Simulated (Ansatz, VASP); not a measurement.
One calculation of FeSb, two programs

The input INCAR:

```
PREC     = Accurate       # precision mode
ENCUT    = 520            # plane-wave cutoff, eV
EDIFF    = 1E-6           # SCF threshold, eV
ISMEAR   = -1             # smearing method
SIGMA    = 0.1            # smearing width, eV
LREAL    = F              # projectors in reciprocal space
LASPH    = T              # aspherical terms in the spheres
NELM     = 150            # most SCF steps
ALGO     = Normal         # electronic algorithm
ISIF     = 2              # what is computed and relaxed
LWAVE    = F              # write WAVECAR
LCHARG   = F              # write CHGCAR
ISPIN    = 2              # spin polarisation
MAGMOM   = 3 3 0 0        # initial moments
LORBIT   = 11             # projections on sites
LMAXMIX  = 4              # l up to which the mixer works
GGA      = CA             # functional
NBANDS   = 25             # bands
```

KPOINTS

```
regular mesh
0
Gamma
  8 8 6
```

POSCAR

```
FeSb
1.0
    3.9771196014      0.0000000000      0.0000000000
   -1.9885598007      3.4442866087      0.0000000000
    0.0000000000      0.0000000000      5.0252767377
Fe Sb
2 2
Direct
    0.0000000000      0.0000000000      0.0000000000
    0.0000000000      0.0000000000      0.5000000000
    0.3333333333      0.6666666667      0.2500000000
    0.6666666667      0.3333333333      0.7500000000
```

Input for Ansatz:

```yaml
crystal:
  lattice:
    - [3.9771196014, 0.0, 0.0]
    - [-1.9885598007, 3.4442866087, 0.0]
    - [0.0, 0.0, 5.0252767377]
  atoms:
    - { symbol: Fe, position: [0.0, 0.0, 0.0], spin: 3.0 }
    - { symbol: Fe, position: [0.0, 0.0, 0.5], spin: 3.0 }
    - { symbol: Sb, position: [0.3333333333, 0.6666666667, 0.25] }
    - { symbol: Sb, position: [0.6666666667, 0.3333333333, 0.75] }
magnetization:
  spin_polarized: true
kpoints:
  mp_grid: { grid: [8, 8, 6] }
scf:
  occupations: { method: fermi_dirac, width: 0.1 }
  lower_state_search: "off"
hamiltonian:
  xc: lda
  pseudopotentials: { kind: paw }
output:
  forces: true
  stress: true
  eigenvalues: true
  populations: true
  write_density: true
  write_potential: true
  elf: true
  volumetric_format: npy
```

Change from the starting cell: volume scaled by 0.94, PAW files.

Alike in both runs: task single point; functional LDA; k mesh 8 × 8 × 6; occupations fermi-dirac, width 0.1 eV; collinear spin.

|  | VASP | Ansatz |
| --- | --- | --- |
| version | VASP 6.6.1 | Ansatz 0.2.0 |
| potentials or method | VASP PAW LDA potentials, release 64 (Fe, Sb) | PAW with Ansatz's default frozen-core files, scalar-relativistic |
| plane-wave cutoff (eV) | 520 | 420 |
| valence electrons in the cell | 26 | 62 |

```tsv
	VASP	Ansatz	Ansatz less VASP
pressure (GPa)	-7.8	-7.7	+0.15
traceless stress, the component that is largest in VASP (GPa)	-0.26	-0.61	-0.351
net moment per atom (μB)	0.53	0.57	+0.041
size of the moment on the site where the two differ most (μB)	1.12	1.21	+0.086
```

LDA's correlation is that of Perdew and Zunger in VASP and of Perdew and Wang (1992) in Ansatz. Site moments also hang on the region over which each program counts them. VASP's potentials hold 26 valence electrons a cell and Ansatz's 62, so a difference there can come from the potentials and not from the codes.

Neither program's run includes spin-orbit coupling.
